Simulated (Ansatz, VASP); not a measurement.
One calculation of La, two programs

Contents of INCAR:

```
SYSTEM = La
PREC = Accurate ; ENCUT = 600
EDIFF = 1E-6 ; ISMEAR = -1
SIGMA = 0.1 ; LREAL = .FALSE.
LASPH = .TRUE. ; NELM = 60
ALGO = Normal ; ISIF = 3
LWAVE = .FALSE. ; LCHARG = .FALSE.
GGA = RP ; IBRION = 2
NSW = 80 ; EDIFFG = -0.01
```

The input KPOINTS:

```
regular mesh
0
G
  10 10 10
  0 0 0
```

The input POSCAR:

```
La
1.0
    0.0000000000      2.6546496237      2.6546496237
    2.6546496237      0.0000000000      2.6546496237
    2.6546496237      2.6546496237      0.0000000000
La
1
Direct
    0.0000000000      0.0000000000      0.0000000000
```

Input for Ansatz:

```yaml
crystal:
  lattice:
    - [0.0, 2.6546496237, 2.6546496237]
    - [2.6546496237, 0.0, 2.6546496237]
    - [2.6546496237, 2.6546496237, 0.0]
  atoms:
    - { symbol: La, position: [0.0, 0.0, 0.0] }
hamiltonian:
  xc: rpbe
  pseudopotentials:
    kind: paw
    azcp:
      La: "pseudopotentials/La.paw.azcp"
basis:
  ecutwfc: 420
  fft_grid_basis: typed
kpoints:
  mp_grid: { grid: [10, 10, 10], shift: [0, 0, 0] }
magnetization:
  spin_polarized: false
scf:
  occupations: { method: fermi_dirac, width: 0.1 }
relax:
  max_steps: 60
  f_tol: 0.01
  cell: {}
```

Alike in both runs: task relaxation of cell and atoms; functional RPBE; k mesh 10 × 10 × 10; occupations fermi-dirac, width 0.1 eV; no spin polarisation.

|  | VASP | Ansatz |
| --- | --- | --- |
| version | VASP 6.6.1 | Ansatz 0.2.0 |
| potentials or method | VASP PAW PBE potentials, release 64 (La), cutoff 600 eV | plane waves (420 eV) with PAW, scalar-relativistic |
| valence electrons in the cell | 11 | 11 |

VASP gave:

* relaxed volume (Å³/atom): 39.26
* relaxed cell length with the largest relative difference (Å): 3.815

Question: What did Ansatz give for the same quantities?

Answer: Relaxed volume (Å³/atom): 39.20; relaxed cell length with the largest relative difference (Å): 3.813.

VASP's potentials were made for PBE, not for RPBE.

Neither program's run includes spin-orbit coupling.
